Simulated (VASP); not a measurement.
# KF in VASP: single point with PBEsol

Aim: the single point of KF with PBEsol.

All numbers are computed with VASP 6.6.1; they aren't measurements. Logs are shortened: lines on timing, memory, paths and dates and some standing lists are left out, and cuts for length are marked.

### 1 The cell of the first run

The cell holds a repeated cell, 64 atoms: a = 10.612 Å, b = 10.612 Å, c = 10.612 Å, α = 90.00°, β = 90.00°, γ = 90.00°.

### 2 Single point, PBEsol

Input file INCAR:

```
SYSTEM = KF
ALGO     = Normal         ! electronic algorithm
EDIFF    = 1E-6           ! SCF threshold, eV
ENCUT    = 520            ! plane-wave cutoff, eV
GGA      = PS             ! functional
ISIF     = 2              ! what is computed and relaxed
ISMEAR   = -1             ! smearing method
ISYM     = 0            
LASPH    = .TRUE.         ! aspherical terms in the spheres
LCHARG   = .FALSE.        ! write CHGCAR
LREAL    = Auto         
LWAVE    = .FALSE.        ! write WAVECAR
NBANDS   = 294            ! bands
NCORE    = 4            
NELM     = 60             ! most SCF steps
PREC     = Accurate       ! precision mode
SIGMA    = 0.05           ! smearing width, eV
```

Input file KPOINTS:

```
Automatic mesh
0
Gamma
  1 1 1
  0.25 0.25 0.25
```

Input file POSCAR:

```
KF
1.0
   10.6119280000      0.0000000000      0.0000000000
    0.0000000000     10.6119280000      0.0000000000
    0.0000000000      0.0000000000     10.6119280000
F K
32 32
Direct
    0.2500840000      0.9996060000      0.9998620000
    0.2497850000      0.9993100000      0.4998990000
    0.2500140000      0.4996740000      0.0002360000
    0.7500990000      0.9998990000      0.9996360000
    0.7498320000      0.9996200000      0.4995380000
    0.7499610000      0.4998890000      0.9998660000
    0.7496550000      0.4995750000      0.4999000000
    0.0005820000      0.2504310000      0.9999010000
    0.0001170000      0.2499890000      0.4994450000
    0.9995960000      0.7504290000      0.9996630000
    0.9992150000      0.7500290000      0.4997010000
    0.5005660000      0.2493550000      0.9995940000
    0.5001440000      0.2490040000      0.4996350000
    0.4997000000      0.7494710000      0.9994970000
    0.4993420000      0.7491390000      0.4994790000
    0.0004910000      0.0009320000      0.2496950000
    0.9997000000      0.0001850000      0.7497490000
    0.0005830000      0.5007650000      0.2499380000
    0.9996730000      0.5000460000      0.7499300000
    0.5004110000      0.9998920000      0.2496630000
    0.4997560000      0.9990830000      0.7496020000
    0.5004530000      0.4999110000      0.2498940000
    0.4995780000      0.4991050000      0.7498840000
    0.2510350000      0.2502650000      0.2499040000
    0.2501790000      0.2494460000      0.7498870000
    0.2502040000      0.7501480000      0.2499350000
    0.2493870000      0.7493600000      0.7499200000
    0.7512030000      0.2503090000      0.2496630000
    0.7503230000      0.2495910000      0.7497160000
    0.7502100000      0.7502330000      0.2497010000
    0.7493750000      0.7496550000      0.7496430000
    0.2496770000      0.4993500000      0.4999780000
    0.2503750000      0.5000590000      0.2498230000
    0.0001430000      0.0002660000      0.9997300000
    0.9998880000      0.9999590000      0.4996990000
    0.0002040000      0.5004280000      0.9998860000
    0.9998250000      0.5000490000      0.5000160000
    0.5000450000      0.9994040000      0.9996190000
    0.4998290000      0.9991160000      0.4997030000
    0.4999460000      0.4995320000      0.9998060000
    0.4996370000      0.4993280000      0.4998940000
    0.2505810000      0.2498710000      0.9998630000
    0.2501860000      0.2495090000      0.4999740000
    0.2497590000      0.7496040000      0.9998380000
    0.2495370000      0.7493140000      0.4999280000
    0.7504140000      0.2499370000      0.9997060000
    0.7500940000      0.2496740000      0.4996700000
    0.7496300000      0.7498300000      0.9996540000
    0.7493190000      0.7496020000      0.4997350000
    0.2504260000      0.0001510000      0.2498330000
    0.2497310000      0.9994660000      0.7499240000
    0.0006410000      0.2503570000      0.2499490000
    0.2497260000      0.4995070000      0.7501890000
    0.7504650000      0.0002930000      0.2494920000
    0.7497860000      0.9996770000      0.7495990000
    0.7504260000      0.5002390000      0.2498360000
    0.7496820000      0.4996110000      0.7499290000
    0.0002740000      0.2501290000      0.7495880000
    0.0001940000      0.7507410000      0.2497060000
    0.9993950000      0.7501030000      0.7496460000
    0.5010220000      0.2499070000      0.2496490000
    0.5002570000      0.2491110000      0.7495880000
    0.5002120000      0.7499180000      0.2496720000
    0.4994850000      0.7491890000      0.7494580000
```

Potentials or basis: VASP PAW PBE potentials, release 64 (F, K_sv).

Started as:

```console
> cat potpaw_PBE.64/F/POTCAR potpaw_PBE.64/K_sv/POTCAR > POTCAR
> mpirun -np 4 vasp_std > vasp.out
```

OUTCAR:

```text
SYSTEM = KF
   EDIFF = 1E-6
   ENCUT = 520
   GGA = PS
   ISIF = 2
   ISMEAR = -1
   ISYM = 0
   LASPH = .TRUE.
   LREAL = Auto
   NELM = 60
   PREC = Accurate

 ion  position               nearest neighbor table
   1  0.250  1.000  1.000-  51 2.65  34 2.65  38 2.65  50 2.65  44 2.65  42 2.66
   2  0.250  0.999  0.500-  35 2.65  45 2.65  51 2.65  39 2.65  50 2.65  43 2.66
   3  0.250  0.500  0.000-  33 2.65  42 2.65  36 2.65  44 2.65  40 2.65  53 2.65
   4  0.750  1.000  1.000-  54 2.65  55 2.65  46 2.65  34 2.65  38 2.65  48 2.65
   5  0.750  1.000  0.500-  39 2.65  49 2.65  54 2.65  47 2.65  35 2.65  55 2.65
   6  0.750  0.500  1.000-  57 2.65  48 2.65  46 2.65  56 2.65  40 2.65  36 2.66
[... 76 lines left out ...]
  58  0.000  0.250  0.750-  25 2.65  19 2.65  17 2.65  29 2.65   9 2.65   8 2.66  53 3.74  37 3.75
                            43 3.75  46 3.75  34 3.75  35 3.75  57 3.75  47 3.75  51 3.75  42 3.76
  59  0.000  0.751  0.250-  18 2.65  30 2.65  11 2.65  26 2.65  10 2.65  16 2.66  35 3.75  54 3.75
                            44 3.75  34 3.75  45 3.75  50 3.75  36 3.75  56 3.75  48 3.76  33 3.76
  60  0.999  0.750  0.750-  11 2.65  27 2.65  10 2.65  31 2.65  19 2.65  17 2.65  55 3.75  37 3.75
                            51 3.75  48 3.75  35 3.75  45 3.75  36 3.75  49 3.75  57 3.75  34 3.75
  61  0.501  0.250  0.250-  24 2.65  13 2.65  22 2.65  20 2.65  12 2.65  28 2.65  54 3.74  47 3.75
                            46 3.75  40 3.75  41 3.75  56 3.75  42 3.75  50 3.75  38 3.76  33 3.76
  62  0.500  0.249  0.750-  13 2.65  23 2.65  12 2.65  21 2.65  29 2.65  25 2.65  55 3.74  43 3.75
                            38 3.75  47 3.75  39 3.75  41 3.75  57 3.75  42 3.75  51 3.75  46 3.75
  63  0.500  0.750  0.250-  15 2.65  20 2.65  30 2.65  22 2.65  26 2.65  14 2.65  49 3.75  39 3.75
                            48 3.75  38 3.75  33 3.75  56 3.75  50 3.75  40 3.75  44 3.75  54 3.76
  64  0.499  0.749  0.749-  31 2.65  21 2.65  15 2.65  14 2.65  23 2.65  27 2.65  41 3.75  53 3.75
                            45 3.75  49 3.75  39 3.75  57 3.75  40 3.75  51 3.75  44 3.75  48 3.75

IMPORTANT INFORMATION: All symmetrisations will be switched off!
NOSYMM: (Re-)initialisation of all symmetry stuff for point group C_1.

----------------------------------------------------------------------------------------

                                     Primitive cell

  volume of cell :    1195.0412

  direct lattice vectors                    reciprocal lattice vectors
    10.611928000  0.000000000  0.000000000     0.094233583  0.000000000  0.000000000
     0.000000000 10.611928000  0.000000000     0.000000000  0.094233583  0.000000000
     0.000000000  0.000000000 10.611928000     0.000000000  0.000000000  0.094233583

  length of vectors
    10.611928000 10.611928000 10.611928000     0.094233583  0.094233583  0.094233583

  position of ions in fractional coordinates (direct lattice)
     0.250084000  0.999606000  0.999862000
     0.249785000  0.999310000  0.499899000
     0.250014000  0.499674000  0.000236000
     0.750099000  0.999899000  0.999636000
     0.749832000  0.999620000  0.499538000
     0.749961000  0.499889000  0.999866000
[... 192 lines left out ...]
   EFERMI_NEDOS =   21; number of points for ismear=-14 and -15
   IALGO  =     38    algorithm
   IMIX   =      4    mixing-type and parameters
     AMIX     =   0.40;   BMIX     =  1.00
     AMIX_MAG =   1.60;   BMIX_MAG =  1.00
  volume/ion in A,a.u.               =      18.67       126.01
  Fermi-wavevector in a.u.,A,eV,Ry     =   1.234157  2.332219 20.723636  1.523144
  Thomas-Fermi vector in A             =   2.368859
   LORBIT       =      0    0 simple, 1 ext, 2 COOP (PROOUT), +10 PAW based schemes
   GGA     = PS    functional components
   LHFCALC =     F    Hartree Fock is set to
   AEXX    =    0.0000 exact exchange contribution
   IVDW    =     0    specifies the selected vdW correction
   LEPSILON=     F    determine dielectric tensor
   LRPA    =     F    only Hartree local field effects (RPA)
 non-spin polarized calculation
  energy-cutoff  :      520.00
  volume of cell :     1195.04
 maximum number of plane-waves:     32186
 NGX is ok and might be reduce to    80
   NGX = 39   NGY = 39   NGZ = 39

 number of electron     511.9999527 magnetization

 Free energy of the ion-electron system (eV)
  ---------------------------------------------------
  ext. energy  EPLUGINS =         0.00000000
  ---------------------------------------------------
  free energy    TOTEN  =      -272.64308071 eV

  energy without entropy =     -272.64308071  energy(sigma->0) =     -272.64308071

 E-fermi :  -1.6006     XC(G=0):  -8.7120

 val. band max:       -2.9085775625   @ k =  -0.2500  -0.2500   0.2500
 cond. band min:       3.7289324579   @ k =   0.2500   0.2500   0.2500
 fundamental gap:      6.6375100203
 Fermi energy:        -1.6006146882

 k-point     1 :       0.2500    0.2500    0.2500
  band No.  band energies     occupation
      1     -28.7424      2.00000
      2     -28.7080      2.00000
      3     -28.7078      2.00000
      4     -28.7062      2.00000
      5     -28.6823      2.00000
      6     -28.6820      2.00000
[... 1073 lines left out ...]
    267       5.9067      0.00000
    268       5.9723      0.00000
 [bands above 268 left out]

------------------------ aborting loop because EDIFF is reached ----------------------------------------

  FORCE on cell =-STRESS in cart. coord.  units (eV):
  Direction    XX          YY          ZZ          XY          YZ          ZX
  --------------------------------------------------------------------------------------
  -------------------------------------------------------------------------------------
  Total       -0.1236081     -0.1092983     -0.1539943      0.0312224      0.0163520     -0.0093438
  in kB       -0.1657199     -0.1465348     -0.2064583      0.0418594      0.0219229     -0.0125271
  external PRESSURE =      -0.1729043 kB  Pullay stress =       0.0000000 kB

 VOLUME and BASIS-vectors are now :
 -----------------------------------------------------------------------------
  energy-cutoff  :      520.00
  volume of cell :     1195.04
      direct lattice vectors                 reciprocal lattice vectors
    10.611928000  0.000000000  0.000000000     0.094233583  0.000000000  0.000000000
     0.000000000 10.611928000  0.000000000     0.000000000  0.094233583  0.000000000
     0.000000000  0.000000000 10.611928000     0.000000000  0.000000000  0.094233583

 POSITION                                       TOTAL-FORCE (eV/Angst)
 -----------------------------------------------------------------------------------
      2.65387     10.60775     10.61046         0.000153      0.004769     -0.000856
      2.65070     10.60461      5.30489         0.002138      0.004343      0.000409
      2.65313      5.30250      0.00250         0.002818      0.004890     -0.010946
      7.96000     10.61086     10.60807        -0.002383      0.000041      0.001097
      7.95716     10.60790      5.30106         0.000924      0.001227      0.002828
      7.95853      5.30479     10.61051         0.000428     -0.001311     -0.003609
[... 56 lines left out ...]
      5.30821      7.95808      2.64950        -0.004038     -0.002575     -0.002818
      5.30050      7.95034      7.95319         0.002869      0.006512      0.006440
 -----------------------------------------------------------------------------------
    total drift:                               -0.015715      0.042391      0.034561

  FREE ENERGIE OF THE ION-ELECTRON SYSTEM (eV)
  ---------------------------------------------------
  free  energy   TOTEN  =      -272.6430807139 eV

  energy  without entropy=     -272.6430807138  energy(sigma->0) =     -272.64308071
```

It took 7.6 min on 4 MPI ranks of Intel Xeon Platinum 8375C at 2.90GHz (Ice Lake), shared host; peak memory 0.49 GiB.

Results:

* Free energy: -272.6431 eV
* Pressure: 0.0 GPa
* Largest force: 0.017 eV/Å
* Band gap on the k mesh: 6.64 eV

Forces on the atoms (eV/Å):
```
F    0.000  0.005 -0.001
F    0.002  0.004  0.000
F    0.003  0.005 -0.011
F   -0.002  0.000  0.001
F    0.001  0.001  0.003
F    0.000 -0.001 -0.004
F    0.003  0.003  0.000
F   -0.003 -0.005 -0.007
F    0.000 -0.001  0.013
F    0.006 -0.005  0.001
F    0.009 -0.001  0.002
F   -0.002  0.003  0.000
F    0.001  0.007  0.001
F    0.001  0.000  0.002
F    0.005  0.002  0.004
F    0.000 -0.015 -0.001
F    0.005 -0.005 -0.001
F   -0.004 -0.005 -0.002
F    0.006 -0.001  0.000
F   -0.001 -0.001  0.000
F    0.001  0.003 -0.001
F   -0.004 -0.002 -0.002
F    0.002  0.003 -0.002
F   -0.005 -0.006 -0.001
F    0.000  0.005  0.000
F   -0.003 -0.003 -0.002
F    0.002  0.002 -0.002
F   -0.016 -0.003  0.000
F   -0.005  0.003  0.000
F   -0.003 -0.002  0.001
F    0.002 -0.001  0.000
F    0.004  0.005  0.004
K   -0.001 -0.003  0.007
K   -0.001  0.002 -0.001
K   -0.003 -0.001 -0.007
K   -0.008 -0.010  0.003
K   -0.006 -0.001 -0.007
K    0.001  0.005  0.002
K    0.002  0.006 -0.003
K    0.004  0.002  0.003
K    0.004  0.000 -0.003
K   -0.010 -0.004  0.004
K   -0.002  0.002 -0.007
K    0.003  0.006  0.002
K    0.000  0.007 -0.004
K    0.002 -0.001  0.001
K    0.002  0.000  0.001
K    0.006  0.003  0.002
K    0.010  0.003 -0.003
K   -0.002 -0.001  0.001
K    0.003  0.003 -0.002
K    0.002  0.005 -0.008
K    0.002  0.002 -0.008
K   -0.004 -0.006  0.006
K    0.005  0.002  0.003
K    0.000 -0.004  0.000
K    0.004  0.002 -0.002
K   -0.006 -0.005  0.007
K   -0.004 -0.010  0.003
K    0.005 -0.002  0.003
K   -0.011 -0.003  0.003
K   -0.004  0.005  0.003
K   -0.004 -0.003 -0.003
K    0.003  0.007  0.006
```

Caveat: the k points lie up to 0.59 Å⁻¹ apart; the PAW data sets were made with another functional, which shifts forces and pressure a little.
